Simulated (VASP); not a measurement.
# Pd (Fm-3m) in VASP: further runs

Pd is run at these levels: PBE+D3(BJ), PBEsol+D3(BJ); tasks: single point.

Program: VASP 6.6.1. These are calculated values, not measurements. Logs are shortened: lines on timing, memory, paths and dates and some standing lists are left out, and cuts for length are marked.

## (1) The cell of the first run

Symmetry: Fm-3m, No. 225, cubic system. The conventional cell has a = 3.867 Å, b = 3.867 Å, c = 3.867 Å, α = 90.00°, β = 90.00°, γ = 90.00°. Pd (site symmetry m-3m) has 12 Pd at 2.73 Å within 3.6 Å.

## (2) Single point, PBE+D3(BJ), collinear spin, ferromagnetic start (volume scaled by 0.98)

INCAR reads:

```
ALGO = Normal ; EDIFF = 1E-6
ENCUT = 500 ; GGA = PE
GGA_COMPAT = False ; ISIF = 2
ISMEAR = -1 ; ISPIN = 2
IVDW = 12 ; LASPH = True
LCHARG = False ; LMAXMIX = 4
LORBIT = 11 ; LREAL = False
LWAVE = False ; MAGMOM = 1
NBANDS = 15 ; NELM = 200
NUPDOWN = 1.0 ; PREC = Accurate
SIGMA = 0.05
```

KPOINTS reads:

```
k-points
0
Gamma
  12 12 12
```

POSCAR reads:

```
Pd
1.0
    0.0000000000      1.9334358480      1.9334358480
    1.9334358480      0.0000000000      1.9334358480
    1.9334358480      1.9334358480      0.0000000000
Pd
1
Direct
    0.0000000000      0.0000000000      0.0000000000
```

Potentials or basis: VASP PAW PBE potentials, release 64 (Pd).

The run is started by

```sh
> cat potpaw_PBE.64/Pd/POTCAR > POTCAR
> mpirun -np 1 vasp_std > vasp.out
```

OUTCAR:

```text
EDIFF = 1E-6
   ENCUT = 500
   GGA = PE
   ISIF = 2
   ISMEAR = -1
   ISPIN = 2
   IVDW = 12
   LASPH = True
   LORBIT = 11
   LREAL = False
   NELM = 200
   NUPDOWN = 1.0
   PREC = Accurate
 IVDW          = 12

 ion  position               nearest neighbor table
   1  0.000  0.000  0.000-

  LATTYP: Found a face centered cubic cell.
 ALAT       =     3.8668716960

  Lattice vectors:

 A1 = (   0.0000000000,   1.9334358480,   1.9334358480)
 A2 = (   1.9334358480,   0.0000000000,   1.9334358480)
 A3 = (   1.9334358480,   1.9334358480,   0.0000000000)

Analysis of symmetry for initial positions (statically):
[... 25 lines left out ...]
The dynamic configuration has the point symmetry O_h .

Analysis of structural, dynamic, and magnetic symmetry:
=====================================================================
 Subroutine PRICEL returns:
[... 7 lines left out ...]
 out of a pool of 48 trial point group operations.

The overall configuration has the point symmetry O_h .

 Subroutine INISYM returns: Found 48 space group operations
[... 5 lines left out ...]
                                     Primitive cell

  volume of cell :      14.4550

  direct lattice vectors                    reciprocal lattice vectors
     0.000000000  1.933435848  1.933435848    -0.258606977  0.258606977  0.258606977
     1.933435848  0.000000000  1.933435848     0.258606977 -0.258606977  0.258606977
     1.933435848  1.933435848  0.000000000     0.258606977  0.258606977 -0.258606977

  length of vectors
     2.734291198  2.734291198  2.734291198     0.447920423  0.447920423  0.447920423

  position of ions in fractional coordinates (direct lattice)
     0.000000000  0.000000000  0.000000000

  ion indices of the primitive-cell ions
   primitive index   ion index
                 1           1

----------------------------------------------------------------------------------------

 KPOINTS: k-points

Automatic generation of k-mesh.
 Grid dimensions read from file:
 generate k-points for:   12   12   12

 Generating k-lattice:

  Cartesian coordinates                     Fractional coordinates (reciprocal lattice)
    -0.021550581  0.021550581  0.021550581     0.083333333  0.000000000  0.000000000
     0.021550581 -0.021550581  0.021550581     0.000000000  0.083333333  0.000000000
     0.021550581  0.021550581 -0.021550581     0.000000000  0.000000000  0.083333333

  Length of vectors
     0.037326702  0.037326702  0.037326702

  Shift w.r.t. Gamma in fractional coordinates (k-lattice)
     0.000000000  0.000000000  0.000000000

 Subroutine IBZKPT returns following result:
 ===========================================

 Found     72 irreducible k-points:

 Following reciprocal coordinates:
            Coordinates               Weight
  0.000000  0.000000  0.000000      1.000000
  0.083333  0.000000  0.000000      8.000000
  0.166667  0.000000  0.000000      8.000000
  0.250000  0.000000  0.000000      8.000000
  0.333333  0.000000  0.000000      8.000000
  0.416667  0.000000  0.000000      8.000000
[... 16 lines left out ...]
  0.500000  0.166667  0.000000     24.000000
 -0.416667  0.166667  0.000000     24.000000
 [... further k-points ...]
   k-points           NKPTS =     72   k-points in BZ     NKDIM =     72   number of bands    NBANDS=     15
   number of dos      NEDOS =    301   number of ions     NIONS =      1
   total plane-waves  NPLWV =   8000
   dimension x,y,z NGX =    20 NGY =   20 NGZ =   20
   dimension x,y,z NGXF=    40 NGYF=   40 NGZF=   40
   ions per type =               1
   NGX,Y,Z   is equivalent  to a cutoff of  12.16, 12.16, 12.16 a.u.
   NGXF,Y,Z  is equivalent  to a cutoff of  24.32, 24.32, 24.32 a.u.
 SYSTEM =  unknown system
   PREC   = accura    normal or accurate (medium, high low for compatibility)
   ISTART =      0    job   : 0-new  1-cont  2-samecut
   ICHARG =      2    charge: 1-file 2-atom 10-const
   ISPIN  =      2    spin polarized calculation?
   LNONCOLLINEAR =      F non collinear calculations
   LSORBIT =      F    spin-orbit coupling
   LASPH  =      T    aspherical Exc in radial PAW
   ENCUT  =  500.0 eV  36.75 Ry    6.06 a.u.   4.99  4.99  4.99*2*pi/ulx,y,z
   NELM   =    200;   NELMIN=  2; NELMDL= -5     # of ELM steps
   EDIFF  = 0.1E-05   stopping-criterion for ELM
   LREAL  =      F    real-space projection
   EDIFFG = 0.1E-04   stopping-criterion for IOM
   NSW    =      0    number of steps for IOM
   IBRION =     -1    ionic relax: 0-MD 1-quasi-New 2-CG
   NFREE  =      0    steps in history (QN), initial steepest desc. (CG)
   ISIF   =      2    stress and relaxation
   ISYM   =      2    0-nonsym 1-usesym 2-fastsym
   POTIM  = 0.5000    time-step for ionic-motion
   TEBEG  =    0.0;   TEEND  =   0.0 temperature during run
   PSTRESS=    0.0 pullay stress
   NELECT =      10.0000    total number of electrons
   NUPDOWN=       1.0000    fix difference up-down
   EMIN   =  10.00;   EMAX   =-10.00  energy-range for DOS
   EFERMI =   0.00;   METHOD = LEGACY
   ISMEAR =    -1;   SIGMA  =   0.05  broadening in eV -4-tet -1-fermi 0-gaus
   EFERMI_NEDOS =   21; number of points for ismear=-14 and -15
   IALGO  =     38    algorithm
   IMIX   =      4    mixing-type and parameters
     AMIX     =   0.40;   BMIX     =  1.00
     AMIX_MAG =   1.60;   BMIX_MAG =  1.00
  volume/ion in A,a.u.               =      14.46        97.55
  Fermi-wavevector in a.u.,A,eV,Ry     =   1.447888  2.736112 28.522990  2.096381
  Thomas-Fermi vector in A             =   2.565792
   LORBIT       =     11    0 simple, 1 ext, 2 COOP (PROOUT), +10 PAW based schemes
   GGA     = PE    functional components
   LHFCALC =     F    Hartree Fock is set to
   AEXX    =    0.0000 exact exchange contribution
   IVDW    =    12    specifies the selected vdW correction
   LEPSILON=     F    determine dielectric tensor
   LRPA    =     F    only Hartree local field effects (RPA)
 spin polarized calculation
  energy-cutoff  :      500.00
  volume of cell :       14.46
 maximum number of plane-waves:       380
   NGX =  9   NGY =  9   NGZ =  9

 number of electron      10.0000003 magnetization       1.0000000

 Free energy of the ion-electron system (eV)
  ---------------------------------------------------
  ext. energy  EPLUGINS =         0.00000000
  ---------------------------------------------------
  free energy    TOTEN  =        -4.81815158 eV

  energy without entropy =       -4.81051399  energy(sigma->0) =       -4.81433278

 E-fermi :   9.8895     XC(G=0): -13.3464

 val. band max:       12.1620136797   @ k =  -0.2500   0.2500   0.0833
 cond. band min:       9.8903533583   @ k =   0.3333   0.2500   0.0000
 fundamental gap:     -2.2716603214
 Fermi energy:        12.3507731098

 spin component 1

 k-point     1 :       0.0000    0.0000    0.0000
  band No.  band energies     occupation
      1       2.6851      1.00000
      2       6.7027      1.00000
      3       6.7027      1.00000
      4       6.7027      1.00000
      5       8.3789      1.00000
      6       8.3789      1.00000
      7      27.2020      0.00000
      8      32.0879      0.00000
      9      32.0879      0.00000
     10      32.0879      0.00000
     11      35.1856      0.00000
     12      37.4997      0.00000
     13      40.9072      0.00000
     14      40.9072      0.00000
     15      40.9072      0.00000
[... 397 lines left out ...]
 k-point    24 :      -0.4167    0.1667    0.0000
  band No.  band energies     occupation
      1       4.9179      1.00000
      2       6.2762      1.00000
      3       7.2349      1.00000
      4       7.7206      1.00000
      5       9.3316      1.00000
      6      13.4990      0.00000
      7      17.5446      0.00000
      8      25.9052      0.00000
      9      28.9728      0.00000
     10      30.0515      0.00000
     11      35.2285      0.00000
     12      38.0897      0.00000
     13      38.5529      0.00000
     14      43.4491      0.00000
     15      43.5696      0.00000

 [... further k-points ...]

 spin component 2

 k-point     1 :       0.0000    0.0000    0.0000
  band No.  band energies     occupation
      1       2.9740      1.00000
      2       7.3971      1.00000
      3       7.3971      1.00000
      4       7.3971      1.00000
      5       9.0031      1.00000
      6       9.0031      1.00000
      7      27.4690      0.00000
      8      32.3706      0.00000
      9      32.3706      0.00000
     10      32.3706      0.00000
     11      36.3148      0.00000
     12      37.8113      0.00000
     13      41.2611      0.00000
     14      41.2611      0.00000
     15      41.2611      0.00000
[... 397 lines left out ...]
 k-point    24 :      -0.4167    0.1667    0.0000
  band No.  band energies     occupation
      1       5.4808      1.00000
      2       6.8616      1.00000
      3       7.8620      1.00000
      4       8.3049      1.00000
      5      10.0547      0.03542
      6      13.9370      0.00000
      7      18.0377      0.00000
      8      26.2529      0.00000
      9      29.2920      0.00000
     10      30.3908      0.00000
     11      36.3733      0.00000
     12      38.4014      0.00000
     13      38.8852      0.00000
     14      44.2789      0.00000
     15      44.3570      0.00000

 [... further k-points ...]

------------------------ aborting loop because EDIFF is reached ----------------------------------------

 Edisp (eV)   -0.68231

 E8    (eV) :    -0.3017

  FORCE on cell =-STRESS in cart. coord.  units (eV):
  Direction    XX          YY          ZZ          XY          YZ          ZX
  --------------------------------------------------------------------------------------
  -------------------------------------------------------------------------------------
  Total       0.70161     0.70161     0.70161     0.00000    -0.00000     0.00000
  in kB      77.76505    77.76505    77.76505     0.00000    -0.00000     0.00000
  external pressure =       77.77 kB  Pullay stress =        0.00 kB

 VOLUME and BASIS-vectors are now :
 -----------------------------------------------------------------------------
  energy-cutoff  :      500.00
  volume of cell :       14.46
      direct lattice vectors                 reciprocal lattice vectors
     0.000000000  1.933435848  1.933435848    -0.258606977  0.258606977  0.258606977
     1.933435848  0.000000000  1.933435848     0.258606977 -0.258606977  0.258606977
     1.933435848  1.933435848  0.000000000     0.258606977  0.258606977 -0.258606977

 POSITION                                       TOTAL-FORCE (eV/Angst)
 -----------------------------------------------------------------------------------
      0.00000      0.00000      0.00000         0.000000      0.000000      0.000000
 -----------------------------------------------------------------------------------
    total drift:                               -0.000000     -0.000000     -0.000000

  FREE ENERGIE OF THE ION-ELECTRON SYSTEM (eV)
  ---------------------------------------------------
  free  energy   TOTEN  =        -5.5004652416 eV

  energy  without entropy=       -5.4928276593  energy(sigma->0) =       -5.49664645

 total charge

# of ion       s       p       d       tot
------------------------------------------
    1        0.532   0.557   8.375   9.463

 magnetization (x)

# of ion       s       p       d       tot
------------------------------------------
    1        0.038   0.069   0.863   0.970
```

Run time: 24 s. Hardware: 1 thread of AMD EPYC 7R13 (Zen 3), shared host; peak memory 0.12 GiB.

Results:

| Quantity | Value |
| --- | --- |
| Free energy | -5.5005 eV |
| Pressure | 7.8 GPa |
| Net moment | 1.00 μB per cell |
| Site moments | Pd +0.97 μB |
| Valence electrons inside the program's atomic spheres | Pd 9.46 |
| Dispersion energy per atom | -0.682 eV |

Caveat: the cell differs from its parent crystal (volume scaled by 0.98); three body term missing; the total moment is fixed, so each spin has its own Fermi level.

## (3) Single point, PBEsol+D3(BJ), collinear spin, ferromagnetic start

This run uses another cell than the first one, of 14.75 Å³/atom, 1.020 times its volume.

INCAR reads:

```
SYSTEM = Pd
ALGO = Normal
EDIFF = 1E-6
ENCUT = 500
GGA = PS
GGA_COMPAT = .False.
ISIF = 2
ISMEAR = -1
ISPIN = 2
IVDW = 12
LASPH = .True.
LCHARG = .True.
LELF = .True.
LMAXMIX = 4
LORBIT = 11
LREAL = .False.
LVHAR = .True.
LWAVE = .False.
MAGMOM = 0.59
NBANDS = 15
NELM = 200
PREC = Accurate
SIGMA = 0.05
```

KPOINTS reads:

```
k-points
0
Gamma
  12 12 12
  0 0 0
```

POSCAR reads:

```
Pd
1.0
    0.0000000000      1.9465000000      1.9465000000
    1.9465000000      0.0000000000      1.9465000000
    1.9465000000      1.9465000000      0.0000000000
Pd
1
Direct
    0.0000000000      0.0000000000      0.0000000000
```

Potentials or basis: VASP PAW PBE potentials, release 64 (Pd).

The run is started by

```sh
> cat potpaw_PBE.64/Pd/POTCAR > POTCAR
> mpirun -np 1 vasp_std > vasp.out
```

OUTCAR:

```text
SYSTEM = Pd
   EDIFF = 1E-6
   ENCUT = 500
   GGA = PS
   ISIF = 2
   ISMEAR = -1
   ISPIN = 2
   IVDW = 12
   LASPH = .True.
   LORBIT = 11
   LREAL = .False.
   NELM = 200
   PREC = Accurate
 IVDW          = 12

 ion  position               nearest neighbor table
   1  0.000  0.000  0.000-

  LATTYP: Found a face centered cubic cell.
 ALAT       =     3.8930000000

  Lattice vectors:

 A1 = (   0.0000000000,   1.9465000000,   1.9465000000)
 A2 = (   1.9465000000,   0.0000000000,   1.9465000000)
 A3 = (   1.9465000000,   1.9465000000,   0.0000000000)

Analysis of symmetry for initial positions (statically):
[... 25 lines left out ...]
The dynamic configuration has the point symmetry O_h .

Analysis of structural, dynamic, and magnetic symmetry:
=====================================================================
 Subroutine PRICEL returns:
[... 7 lines left out ...]
 out of a pool of 48 trial point group operations.

The overall configuration has the point symmetry O_h .

 Subroutine INISYM returns: Found 48 space group operations
[... 599 lines left out ...]
      9      31.5201      0.00000
     10      31.5201      0.00000
     11      35.7453      0.00000
     12      36.9006      0.00000
     13      40.1538      0.00000
     14      40.1538      0.00000
[... 403 lines left out ...]
      4       7.6827      1.00000
      5       9.4032      0.97732
      6      13.1962      0.00000
      7      17.1667      0.00000
      8      25.3939      0.00000
      9      28.4189      0.00000
     10      29.4343      0.00000
     11      35.8413      0.00000
     12      37.4468      0.00000
     13      37.9051      0.00000
     14      43.4226      0.00000
     15      43.5672      0.00000

 [... further k-points ...]

------------------------ aborting loop because EDIFF is reached ----------------------------------------

 Edisp (eV)   -0.62176

 E8    (eV) :    -0.4151

  FORCE on cell =-STRESS in cart. coord.  units (eV):
  Direction    XX          YY          ZZ          XY          YZ          ZX
  --------------------------------------------------------------------------------------
  -------------------------------------------------------------------------------------
  Total      -0.91934    -0.91934    -0.91934    -0.00000    -0.00000    -0.00000
  in kB     -99.86020   -99.86020   -99.86020    -0.00000    -0.00000    -0.00000
  external pressure =      -99.86 kB  Pullay stress =        0.00 kB

 VOLUME and BASIS-vectors are now :
 -----------------------------------------------------------------------------
  energy-cutoff  :      500.00
  volume of cell :       14.75
      direct lattice vectors                 reciprocal lattice vectors
     0.000000000  1.946500000  1.946500000    -0.256871307  0.256871307  0.256871307
     1.946500000  0.000000000  1.946500000     0.256871307 -0.256871307  0.256871307
     1.946500000  1.946500000  0.000000000     0.256871307  0.256871307 -0.256871307

 POSITION                                       TOTAL-FORCE (eV/Angst)
 -----------------------------------------------------------------------------------
      0.00000      0.00000      0.00000         0.000000      0.000000      0.000000
 -----------------------------------------------------------------------------------
    total drift:                               -0.000000     -0.000000     -0.000000

  FREE ENERGIE OF THE ION-ELECTRON SYSTEM (eV)
  ---------------------------------------------------
  free  energy   TOTEN  =        -6.5947371448 eV

  energy  without entropy=       -6.5759517819  energy(sigma->0) =       -6.58534446

 total charge

# of ion       s       p       d       tot
------------------------------------------
    1        0.485   0.487   8.451   9.423

 magnetization (x)

# of ion       s       p       d       tot
------------------------------------------
    1       -0.001  -0.003   0.116   0.111
```

stdout:

```text
POSCAR found type information on POSCAR Pd
 POSCAR found :  1 types and       1 ions
 scaLAPACK will be used
 -----------------------------------------------------------------------------
|                                                                             |
|                                                                             |
|     You enforced a specific xc type in the INCAR file but a different       |
|     I HOPE YOU KNOW WHAT YOU ARE DOING!                                     |
|                                                                             |
 -----------------------------------------------------------------------------

 LDA part: xc-table for (Slater+PW92), standard interpolation
 POSCAR, INCAR and KPOINTS ok, starting setup
 FFT: planning ... GRIDC
 FFT: planning ... GRID_SOFT
 FFT: planning ... GRID
 WAVECAR not read
 entering main loop
```

It took 32 s on 1 thread of AMD EPYC 7R13 (Zen 3), shared host; peak memory 0.12 GiB.

What came out:

```yaml
Free_energy: -6.5947 eV
Pressure: -10.0 GPa
Net_moment: 0.11 μB per cell
Site_moments: Pd +0.11 μB
Valence_electrons_inside_the_program's_atomic_spheres: Pd 9.42
Dispersion_energy_per_atom: -0.622 eV
```

Caveat: the PAW data sets were made with another functional, which shifts forces and pressure a little; pairwise dispersion overbinds metals, which lowers pressure and volume.
